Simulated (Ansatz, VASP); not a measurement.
**Ta3Cu: VASP beside Ansatz**

```xyz
4
Lattice="-2.0459 2.0459 4.2907 2.0459 -2.0459 4.2907 2.0459 2.0459 -4.2907" Properties=species:S:1:pos:R:3 pbc="T T T"
Ta    0.0000    0.0000    4.2907
Ta    2.0459    0.0000    2.1454
Ta    0.0000    2.0459    2.1454
Cu    0.0000    0.0000    0.0000
```

Alike in both runs: task single point; functional PBE; k mesh 9 × 9 × 9; occupations fermi-dirac, width 0.05 eV; no spin polarisation.

|  | VASP | Ansatz |
| --- | --- | --- |
| version | VASP 6.6.1 | Ansatz 0.2.0 |
| potentials or method | VASP PAW PBE potentials, release 64 (Ta_pv, Cu) | Ansatz PAW |
| plane-wave cutoff (eV) | 520 | 420 |
| valence electrons in the cell | 44 | 58 |

VASP gave:

- gap on the k mesh at the Fermi level (eV): none
- pressure (GPa): -8.9
- traceless stress, the component that is largest in VASP (GPa): -0.15

Task: Estimate Ansatz's values.

Result: gap on the k mesh at the Fermi level (eV): none; pressure (GPa): -9.1; traceless stress, the component that is largest in VASP (GPa): -0.06.

A gap of «none» marks a metal or a gap that the smearing closes. VASP's potentials hold 44 valence electrons a cell and Ansatz's 58, so a difference there can come from the potentials and not from the codes.

Neither program's run includes spin-orbit coupling.
